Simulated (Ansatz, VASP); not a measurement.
# One calculation of HgTe, two programs

INCAR

```
ALGO = Normal
EDIFF = 1E-6
ENCUT = 520
GGA = VW
ISIF = 2
ISMEAR = -1
LASPH = T
LCHARG = F
LREAL = F
LWAVE = F
NBANDS = 16
NELM = 80
PREC = Accurate
SIGMA = 0.05
```

Contents of KPOINTS:

```
k-points
0
Gamma
  7 7 7
```

Contents of POSCAR:

```
HgTe
1.0
    0.0000000000      3.2145000000      3.2145000000
    3.2145000000      0.0000000000      3.2145000000
    3.2145000000      3.2145000000      0.0000000000
Hg Te
1 1
Direct
    0.0000000000      0.0000000000      0.0000000000
    0.7500000000      0.7500000000      0.7500000000
```

The input input.yaml:

```yaml
crystal:
  lattice:
    - [0.0, 3.2145, 3.2145]
    - [3.2145, 0.0, 3.2145]
    - [3.2145, 3.2145, 0.0]
  atoms:
    - { symbol: Hg, position: [0.0, 0.0, 0.0] }
    - { symbol: Te, position: [0.75, 0.75, 0.75] }
hamiltonian:
  xc: { exchange: slater, correlation: vwn5 }
  pseudopotentials: { kind: paw }
kpoints:
  mp_grid: { grid: [7, 7, 7] }
  band_path:
    path:
      - [[0.0, 0.0, 0.0], [0.5, 0.0, 0.5], [0.5, 0.25, 0.75], [0.375, 0.375, 0.75], [0.0, 0.0, 0.0], [0.5, 0.5, 0.5], [0.625, 0.25, 0.625], [0.5, 0.25, 0.75], [0.5, 0.5, 0.5], [0.375, 0.375, 0.75]]
      - [[0.625, 0.25, 0.625], [0.5, 0.0, 0.5]]
    npoints: 14
scf:
  occupations: { method: fermi_dirac, width: 0.05 }
  n_extra_bands: 6
output:
  forces: true
  stress: true
  eigenvalues: true
  fatbands: true
```

Alike in both runs: functional SVWN5; k mesh 7 × 7 × 7; occupations fermi-dirac, width 0.05 eV; no spin polarisation.

|  | VASP | Ansatz |
| --- | --- | --- |
| version | VASP 6.6.1 | Ansatz 0.2.0 |
| potentials or method | VASP PAW PBE potentials, release 64 (Hg, Te) | Ansatz PAW |
| plane-wave cutoff (eV) | 520 | 420 |
| valence electrons in the cell | 18 | 36 |
| task | single point | band structure |

```csv
,VASP,Ansatz,Ansatz less VASP
gap on the k mesh at the Fermi level (eV),none,none,-
pressure (GPa),0.3,0.1,-0.18
```

VASP's potentials were made for PBE, not for SVWN5. A gap of «none» marks a metal or a gap that the smearing closes. The functional is the same, so the differences come from potentials, cutoffs and numerics. VASP's potentials hold 18 valence electrons a cell and Ansatz's 36, so a difference there can come from the potentials and not from the codes.

Neither program's run includes spin-orbit coupling.
